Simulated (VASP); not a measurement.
# Bi3Te2 (P-3m1) in VASP: notebook

Bi3Te2 is run at these levels: PBE; tasks: single point, relaxation of cell and atoms.

All numbers are computed with VASP 6.6.1; they aren't measurements. Logs are shortened: lines on timing, memory, paths and dates and some standing lists are left out, and cuts for length are marked.

### Step 1. The cell of the first run

The structure is trigonal, space group P-3m1 (No. 164). Conventional cell: a = 4.859 Å, b = 4.859 Å, c = 7.560 Å, α = 90.00°, β = 90.00°, γ = 120.00°. Within 4.4 Å of Bi (site symmetry -3m) lie 6 Te at 3.36 Å and 6 Bi at 3.88 Å. Within 3.9 Å of Bi (site symmetry 3m) lie 4 Te at 2.93 to 3.02 Å and 6 Bi at 3.56 to 3.88 Å. Within 3.9 Å of Te (site symmetry 3m) lie 7 Bi at 2.93 to 3.36 Å.

### Step 2. Single point, PBE

Input file INCAR:

```
SYSTEM = Bi3Te2
PREC = Accurate
ENCUT = 520
EDIFF = 1E-6
ISMEAR = 0
SIGMA = 0.1
LREAL = .False.
LASPH = .True.
NELM = 80
ALGO = Fast
ISIF = 2
LWAVE = .False.
LCHARG = .True.
GGA = PE
LELF = .True.
LVHAR = .True.
NBANDS = 36
```

Input file KPOINTS:

```
regular mesh
0
Gamma
  6 6 4
  0 0 0
```

Input file POSCAR:

```
Bi3Te2
1.0
    4.8589504702      0.0000000000      0.0000000000
   -2.4294752351      4.2079745429      0.0000000000
    0.0000000000      0.0000000000      7.5597376605
Bi Te
3 2
Direct
    0.0000000000      0.0000000000      0.0000000000
    0.3333333333      0.6666666667      0.6450000000
    0.6666666667      0.3333333333      0.3550000000
    0.3333333333      0.6666666667      0.2450000000
    0.6666666667      0.3333333333      0.7550000000
```

Potentials or basis: VASP PAW PBE potentials, release 64 (Bi_d, Te).

Launch:

```console
cat potpaw_PBE.64/Bi_d/POTCAR potpaw_PBE.64/Te/POTCAR > POTCAR
mpirun -np 1 vasp_std > vasp.out
```

OUTCAR:

```text
SYSTEM = Bi3Te2
   PREC = Accurate
   ENCUT = 520
   EDIFF = 1E-6
   ISMEAR = 0
   LREAL = .False.
   LASPH = .True.
   NELM = 80
   ISIF = 2
   GGA = PE

 ion  position               nearest neighbor table
   1  0.000  0.000  0.000-   4 3.36   5 3.36   4 3.36   5 3.36   5 3.36   4 3.36   2 3.88   3 3.88
                             2 3.88   3 3.88   2 3.88   3 3.88
   2  0.333  0.667  0.645-   5 2.93   5 2.93   5 2.93   4 3.02   3 3.56   3 3.56   3 3.56   1 3.88
                             1 3.88   1 3.88
   3  0.667  0.333  0.355-   4 2.93   4 2.93   4 2.93   5 3.02   2 3.56   2 3.56   2 3.56   1 3.88
                             1 3.88   1 3.88
   4  0.333  0.667  0.245-   3 2.93   3 2.93   3 2.93   2 3.02   1 3.36   1 3.36   1 3.36
   5  0.667  0.333  0.755-   2 2.93   2 2.93   2 2.93   3 3.02   1 3.36   1 3.36   1 3.36

  LATTYP: Found a hexagonal cell.
 ALAT       =     4.8589504702
 C/A-ratio  =     1.5558375635

  Lattice vectors:

 A1 = (   4.8589504702,   0.0000000000,   0.0000000000)
 A2 = (  -2.4294752351,   4.2079745429,   0.0000000000)
 A3 = (   0.0000000000,   0.0000000000,   7.5597376605)

Analysis of symmetry for initial positions (statically):
=====================================================================
 Subroutine PRICEL returns:
 Original cell was already a primitive cell.

 Routine SETGRP: Setting up the symmetry group for a
 hexagonal supercell.

 Subroutine GETGRP returns: Found 12 space group operations
 (whereof 12 operations were pure point group operations)
 out of a pool of 24 trial point group operations.

The static configuration has the point symmetry D_3d.

Analysis of symmetry for dynamics (positions and initial velocities):
=====================================================================
 Subroutine PRICEL returns:
 Original cell was already a primitive cell.

 Routine SETGRP: Setting up the symmetry group for a
 hexagonal supercell.

 Subroutine GETGRP returns: Found 12 space group operations
 (whereof 12 operations were pure point group operations)
 out of a pool of 24 trial point group operations.

The dynamic configuration has the point symmetry D_3d.

 Subroutine INISYM returns: Found 12 space group operations
 (whereof 12 operations are pure point group operations),
 and found     1 'primitive' translations

----------------------------------------------------------------------------------------

[... 91 lines left out ...]
   ISPIN  =      1    spin polarized calculation?
   LNONCOLLINEAR =      F non collinear calculations
   LSORBIT =      F    spin-orbit coupling
   LASPH  =      T    aspherical Exc in radial PAW
   ENCUT  =  520.0 eV  38.22 Ry    6.18 a.u.   9.03  9.03 14.06*2*pi/ulx,y,z
   NELM   =     80;   NELMIN=  2; NELMDL= -5     # of ELM steps
   EDIFF  = 0.1E-05   stopping-criterion for ELM
   LREAL  =      F    real-space projection
[... 7 lines left out ...]
   TEBEG  =    0.0;   TEEND  =   0.0 temperature during run
   PSTRESS=    0.0 pullay stress
   NELECT =      57.0000    total number of electrons
   NUPDOWN=      -1.0000    fix difference up-down
   EMIN   =  10.00;   EMAX   =-10.00  energy-range for DOS
   EFERMI =   0.00;   METHOD = LEGACY
   ISMEAR =     0;   SIGMA  =   0.10  broadening in eV -4-tet -1-fermi 0-gaus
   EFERMI_NEDOS =   21; number of points for ismear=-14 and -15
   IALGO  =     68    algorithm
   IMIX   =      4    mixing-type and parameters
     AMIX     =   0.40;   BMIX     =  1.00
     AMIX_MAG =   1.60;   BMIX_MAG =  1.00
  volume/ion in A,a.u.               =      30.91       208.62
  Fermi-wavevector in a.u.,A,eV,Ry     =   1.173975  2.218492 18.751799  1.378218
  Thomas-Fermi vector in A             =   2.310380
   LORBIT       =      0    0 simple, 1 ext, 2 COOP (PROOUT), +10 PAW based schemes
   GGA     = PE    functional components
   LHFCALC =     F    Hartree Fock is set to
   AEXX    =    0.0000 exact exchange contribution
   IVDW    =     0    specifies the selected vdW correction
   LEPSILON=     F    determine dielectric tensor
   LRPA    =     F    only Hartree local field effects (RPA)
 non-spin polarized calculation
 RMM-DIIS sequential band-by-band and
 Gauss-broadening in eV      SIGMA  =   0.10
  energy-cutoff  :      520.00
  volume of cell :      154.57
 maximum number of plane-waves:      4197
   NGX = 19   NGY = 19   NGZ = 29

 number of electron      56.9999992 magnetization

 Free energy of the ion-electron system (eV)
  ---------------------------------------------------
  ext. energy  EPLUGINS =         0.00000000
  ---------------------------------------------------
  free energy    TOTEN  =       -15.23296875 eV

  energy without entropy =      -15.20737992  energy(sigma->0) =      -15.22017434

 E-fermi :   8.0312     XC(G=0):  -9.8814

 val. band max:        8.0244248513   @ k =   0.3333   0.1667   0.0000
 cond. band min:       8.0460478488   @ k =   0.0000   0.3333   0.2500
 fundamental gap:      0.0216229975
 Fermi energy:         8.0311557097

 k-point     1 :       0.0000    0.0000    0.0000
  band No.  band energies     occupation
      1     -15.4506      2.00000
      2     -15.4447      2.00000
      3     -15.4447      2.00000
      4     -15.4398      2.00000
      5     -15.4398      2.00000
      6     -15.4018      2.00000
[... 925 lines left out ...]
     35      11.5762      0.00000
     36      13.5090      0.00000

------------------------ aborting loop because EDIFF is reached ----------------------------------------

  FORCE on cell =-STRESS in cart. coord.  units (eV):
  Direction    XX          YY          ZZ          XY          YZ          ZX
  --------------------------------------------------------------------------------------
  -------------------------------------------------------------------------------------
  Total       11.9884523     11.9884523      8.3962962      0.0000000     -0.0000000     -0.0000000
  in kB      124.2657369    124.2657369     87.0314130      0.0000000     -0.0000000     -0.0000000
  external PRESSURE =     111.8542956 kB  Pullay stress =       0.0000000 kB

 VOLUME and BASIS-vectors are now :
 -----------------------------------------------------------------------------
  energy-cutoff  :      520.00
  volume of cell :      154.57
      direct lattice vectors                 reciprocal lattice vectors
     4.858950470  0.000000000  0.000000000     0.205805761  0.118822012  0.000000000
    -2.429475235  4.207974543  0.000000000     0.000000000  0.237644023  0.000000000
     0.000000000  0.000000000  7.559737660     0.000000000  0.000000000  0.132279723

 POSITION                                       TOTAL-FORCE (eV/Angst)
 -----------------------------------------------------------------------------------
      0.00000      0.00000      0.00000         0.000000      0.000000     -0.000000
     -0.00000      2.80532      4.87603        -0.000000      0.000000      0.524538
      2.42948      1.40266      2.68371         0.000000      0.000000     -0.524538
     -0.00000      2.80532      1.85214         0.000000      0.000000     -1.924239
      2.42948      1.40266      5.70760        -0.000000      0.000000      1.924239
 -----------------------------------------------------------------------------------
    total drift:                               -0.000000     -0.000000      0.000000

  FREE ENERGIE OF THE ION-ELECTRON SYSTEM (eV)
  ---------------------------------------------------
  free  energy   TOTEN  =       -15.2329687476 eV

  energy  without entropy=      -15.2073799225  energy(sigma->0) =      -15.22017434
```

Wall time 59 s (1 thread of Intel Xeon 6975P-C (Granite Rapids), shared host); peak memory 0.31 GiB.

What came out:

```
Free energy            : -15.2330 eV
Pressure               : 11.2 GPa
Largest force          : 1.924 eV/Å
Band gap on the k mesh : zero (an odd number of electrons rules out a gap without spin polarisation)
```

Forces on the atoms (eV/Å):
```
Bi   0.000  0.000  0.000
Bi   0.000  0.000  0.525
Bi   0.000  0.000 -0.525
Te   0.000  0.000 -1.924
Te   0.000  0.000  1.924
```

Caveat: the cell stands under pressure; spin-orbit coupling is left out, which moves the levels of the heavy elements; forces of over 1 eV/Å act on the atoms, so gaps and moduli don't describe the material at rest.

### Step 3. Single point, PBE

This run uses another cell than the first one, of 36.44 Å³/atom.

Input file INCAR:

```
ALGO     = Normal         # electronic algorithm
EDIFF    = 1E-6           # SCF threshold, eV
ENCUT    = 520            # plane-wave cutoff, eV
GGA      = PE             # functional
ISIF     = 2              # what is computed and relaxed
ISMEAR   = 0              # smearing method
LASPH    = T              # aspherical terms in the spheres
LCHARG   = T              # write CHGCAR
LELF     = T              # ELF
LREAL    = F              # projectors in reciprocal space
LVHAR    = T            
LWAVE    = F              # write WAVECAR
NBANDS   = 36             # bands
NELM     = 100            # most SCF steps
PREC     = Accurate       # precision mode
SIGMA    = 0.1            # smearing width, eV
```

Input file KPOINTS:

```
k-points
0
Gamma
  6 6 2
```

Input file POSCAR:

```
Bi3Te2
1.0
    5.5456020619      0.0000000000      0.0000000000
   -2.7728010309      4.8026322649      0.0000000000
    0.0000000000      0.0000000000      6.8416798603
Bi Te
3 2
Direct
    0.0000000000      0.0000000000      0.0000000000
    0.3333333333      0.6666666667      0.7497904594
    0.6666666667      0.3333333333      0.2502095406
    0.3333333333      0.6666666667      0.2112579565
    0.6666666667      0.3333333333      0.7887420435
```

Potentials or basis: VASP PAW PBE potentials, release 64 (Bi_d, Te).

Launch:

```console
cat potpaw_PBE.64/Bi_d/POTCAR potpaw_PBE.64/Te/POTCAR > POTCAR
mpirun -np 1 vasp_std > vasp.out
```

OUTCAR:

```text
EDIFF = 1E-6
   ENCUT = 520
   GGA = PE
   ISIF = 2
   ISMEAR = 0
   LASPH = T
   LREAL = F
   NELM = 100
   PREC = Accurate

 ion  position               nearest neighbor table
   1  0.000  0.000  0.000-   4 3.51   5 3.51   4 3.51   5 3.51   5 3.51   4 3.51   2 3.63   3 3.63
                             2 3.63   3 3.63   2 3.63   3 3.63
   2  0.333  0.667  0.750-   4 3.16   5 3.21   5 3.21   5 3.21   1 3.63   1 3.63   1 3.63   4 3.68

   3  0.667  0.333  0.250-   5 3.16   4 3.21   4 3.21   4 3.21   1 3.63   1 3.63   1 3.63   5 3.68

   4  0.333  0.667  0.211-   2 3.16   3 3.21   3 3.21   3 3.21   1 3.51   1 3.51   1 3.51   2 3.68

   5  0.667  0.333  0.789-   3 3.16   2 3.21   2 3.21   2 3.21   1 3.51   1 3.51   1 3.51   3 3.68

  LATTYP: Found a hexagonal cell.
 ALAT       =     5.5456020619
 C/A-ratio  =     1.2337127302

  Lattice vectors:

 A1 = (   5.5456020619,   0.0000000000,   0.0000000000)
 A2 = (  -2.7728010309,   4.8026322649,   0.0000000000)
 A3 = (   0.0000000000,   0.0000000000,   6.8416798603)

Analysis of symmetry for initial positions (statically):
=====================================================================
 Subroutine PRICEL returns:
 Original cell was already a primitive cell.

 Routine SETGRP: Setting up the symmetry group for a
 hexagonal supercell.

 Subroutine GETGRP returns: Found 12 space group operations
 (whereof 12 operations were pure point group operations)
 out of a pool of 24 trial point group operations.

The static configuration has the point symmetry D_3d.

Analysis of symmetry for dynamics (positions and initial velocities):
=====================================================================
 Subroutine PRICEL returns:
 Original cell was already a primitive cell.

 Routine SETGRP: Setting up the symmetry group for a
 hexagonal supercell.

 Subroutine GETGRP returns: Found 12 space group operations
 (whereof 12 operations were pure point group operations)
 out of a pool of 24 trial point group operations.

The dynamic configuration has the point symmetry D_3d.

 Subroutine INISYM returns: Found 12 space group operations
 (whereof 12 operations are pure point group operations),
 and found     1 'primitive' translations

----------------------------------------------------------------------------------------

                                     Primitive cell

  volume of cell :     182.2178

  direct lattice vectors                    reciprocal lattice vectors
     5.545602062  0.000000000  0.000000000     0.180323072  0.104109574  0.000000000
    -2.772801031  4.802632265  0.000000000     0.000000000  0.208219148  0.000000000
     0.000000000  0.000000000  6.841679860     0.000000000  0.000000000  0.146162934

  length of vectors
     5.545602062  5.545602062  6.841679860     0.208219148  0.208219148  0.146162934

  position of ions in fractional coordinates (direct lattice)
     0.000000000  0.000000000  0.000000000
     0.333333333  0.666666667  0.749790459
     0.666666667  0.333333333  0.250209541
     0.333333333  0.666666667  0.211257956
     0.666666667  0.333333333  0.788742044

  ion indices of the primitive-cell ions
   primitive index   ion index
                 1           1
[... 27 lines left out ...]
 ===========================================

 Found     14 irreducible k-points:

 Following reciprocal coordinates:
            Coordinates               Weight
  0.000000  0.000000  0.000000      1.000000
  0.166667 -0.000000  0.000000      6.000000
  0.333333  0.000000  0.000000      6.000000
  0.500000  0.000000  0.000000      3.000000
  0.166667  0.166667  0.000000      6.000000
  0.333333  0.166667  0.000000     12.000000
  0.333333  0.333333  0.000000      2.000000
  0.000000  0.000000  0.500000      1.000000
  0.166667 -0.000000  0.500000      6.000000
  0.333333  0.000000  0.500000      6.000000
  0.500000  0.000000  0.500000      3.000000
  0.166667  0.166667  0.500000      6.000000
  0.333333  0.166667  0.500000     12.000000
  0.333333  0.333333  0.500000      2.000000
   k-points           NKPTS =     14   k-points in BZ     NKDIM =     14   number of bands    NBANDS=     36
   number of dos      NEDOS =    301   number of ions     NIONS =      5
   total plane-waves  NPLWV =  95256
   dimension x,y,z NGX =    42 NGY =   42 NGZ =   54
   dimension x,y,z NGXF=    84 NGYF=   84 NGZF=  108
   ions per type =               3   2
   NGX,Y,Z   is equivalent  to a cutoff of  12.59, 12.59, 13.12 a.u.
   NGXF,Y,Z  is equivalent  to a cutoff of  25.18, 25.18, 26.24 a.u.
 SYSTEM =  unknown system
   PREC   = accura    normal or accurate (medium, high low for compatibility)
   ISTART =      0    job   : 0-new  1-cont  2-samecut
   ICHARG =      2    charge: 1-file 2-atom 10-const
   ISPIN  =      1    spin polarized calculation?
   LNONCOLLINEAR =      F non collinear calculations
   LSORBIT =      F    spin-orbit coupling
   LASPH  =      T    aspherical Exc in radial PAW
   ENCUT  =  520.0 eV  38.22 Ry    6.18 a.u.  10.31 10.31 12.72*2*pi/ulx,y,z
   NELM   =    100;   NELMIN=  2; NELMDL= -5     # of ELM steps
   EDIFF  = 0.1E-05   stopping-criterion for ELM
   LREAL  =      F    real-space projection
[... 7 lines left out ...]
   TEBEG  =    0.0;   TEEND  =   0.0 temperature during run
   PSTRESS=    0.0 pullay stress
   NELECT =      57.0000    total number of electrons
   NUPDOWN=      -1.0000    fix difference up-down
   EMIN   =  10.00;   EMAX   =-10.00  energy-range for DOS
   EFERMI =   0.00;   METHOD = LEGACY
   ISMEAR =     0;   SIGMA  =   0.10  broadening in eV -4-tet -1-fermi 0-gaus
   EFERMI_NEDOS =   21; number of points for ismear=-14 and -15
   IALGO  =     38    algorithm
   IMIX   =      4    mixing-type and parameters
     AMIX     =   0.40;   BMIX     =  1.00
     AMIX_MAG =   1.60;   BMIX_MAG =  1.00
  volume/ion in A,a.u.               =      36.44       245.93
  Fermi-wavevector in a.u.,A,eV,Ry     =   1.111312  2.100076 16.803405  1.235015
  Thomas-Fermi vector in A             =   2.247874
   LORBIT       =      0    0 simple, 1 ext, 2 COOP (PROOUT), +10 PAW based schemes
   GGA     = PE    functional components
   LHFCALC =     F    Hartree Fock is set to
   AEXX    =    0.0000 exact exchange contribution
   IVDW    =     0    specifies the selected vdW correction
   LEPSILON=     F    determine dielectric tensor
   LRPA    =     F    only Hartree local field effects (RPA)
 non-spin polarized calculation
 Gauss-broadening in eV      SIGMA  =   0.10
  energy-cutoff  :      520.00
  volume of cell :      182.22
 maximum number of plane-waves:      4934
 NGX is ok and might be reduce to    42
   NGX = 21   NGY = 21   NGZ = 25

 number of electron      57.0000005 magnetization

 Free energy of the ion-electron system (eV)
  ---------------------------------------------------
  ext. energy  EPLUGINS =         0.00000000
  ---------------------------------------------------
  free energy    TOTEN  =       -17.41970201 eV

  energy without entropy =      -17.40613118  energy(sigma->0) =      -17.41291660

 E-fermi :   5.8122     XC(G=0):  -9.0508

 val. band max:        5.7759779536   @ k =   0.3333   0.3333   0.0000
 cond. band min:       5.9103275566   @ k =   0.1667   0.1667   0.5000
 fundamental gap:      0.1343496030
 Fermi energy:         5.8121626250

 k-point     1 :       0.0000    0.0000    0.0000
  band No.  band energies     occupation
      1     -17.2494      2.00000
      2     -17.2494      2.00000
      3     -17.2298      2.00000
      4     -17.2298      2.00000
      5     -17.2241      2.00000
      6     -17.2241      2.00000
[... 535 lines left out ...]
     35       9.2102      0.00000
     36      10.2920      0.00000

------------------------ aborting loop because EDIFF is reached ----------------------------------------

  FORCE on cell =-STRESS in cart. coord.  units (eV):
  Direction    XX          YY          ZZ          XY          YZ          ZX
  --------------------------------------------------------------------------------------
  -------------------------------------------------------------------------------------
  Total        0.3366961      0.3366961     -0.3861340      0.0000000      0.0000000      0.0000000
  in kB        2.9604513      2.9604513     -3.3951414      0.0000000      0.0000000      0.0000000
  external PRESSURE =       0.8419204 kB  Pullay stress =       0.0000000 kB

 VOLUME and BASIS-vectors are now :
 -----------------------------------------------------------------------------
  energy-cutoff  :      520.00
  volume of cell :      182.22
      direct lattice vectors                 reciprocal lattice vectors
     5.545602062  0.000000000  0.000000000     0.180323072  0.104109574  0.000000000
    -2.772801031  4.802632265  0.000000000     0.000000000  0.208219148  0.000000000
     0.000000000  0.000000000  6.841679860     0.000000000  0.000000000  0.146162934

 POSITION                                       TOTAL-FORCE (eV/Angst)
 -----------------------------------------------------------------------------------
      0.00000      0.00000      0.00000         0.000000      0.000000     -0.000000
     -0.00000      3.20175      5.12983         0.000000      0.000000      0.027512
      2.77280      1.60088      1.71185        -0.000000     -0.000000     -0.027512
     -0.00000      3.20175      1.44536         0.000000      0.000000     -0.021484
      2.77280      1.60088      5.39632         0.000000     -0.000000      0.021484
 -----------------------------------------------------------------------------------
    total drift:                                0.000000      0.000000     -0.000000

  FREE ENERGIE OF THE ION-ELECTRON SYSTEM (eV)
  ---------------------------------------------------
  free  energy   TOTEN  =       -17.4197020150 eV

  energy  without entropy=      -17.4061311817  energy(sigma->0) =      -17.41291660
```

It took 58 s on 1 thread of Intel Xeon 6975P-C (Granite Rapids), shared host; peak memory 0.32 GiB.

What came out:

| Quantity | Value |
| --- | --- |
| Free energy | -17.4197 eV |
| Pressure | 0.1 GPa |
| Largest force | 0.028 eV/Å |
| Band gap on the k mesh | zero (an odd number of electrons rules out a gap without spin polarisation) |

Forces in eV/Å, atoms in the order of the input:
```
Bi   0.000  0.000  0.000
Bi   0.000  0.000  0.028
Bi   0.000  0.000 -0.028
Te   0.000  0.000 -0.021
Te   0.000  0.000  0.021
```

Caveat: the k points lie up to 0.46 Å⁻¹ apart, too coarse for converged energies and pressures of a metal; spin-orbit coupling is left out, which moves the levels of the heavy elements; this functional lacks dispersion, which binds layers or chains, so the pressure and a relaxed spacing across them are unreliable.

[end of part 1 of 3]

The gap in the log of VASP goes by the Fermi energy; the results here count the filled bands.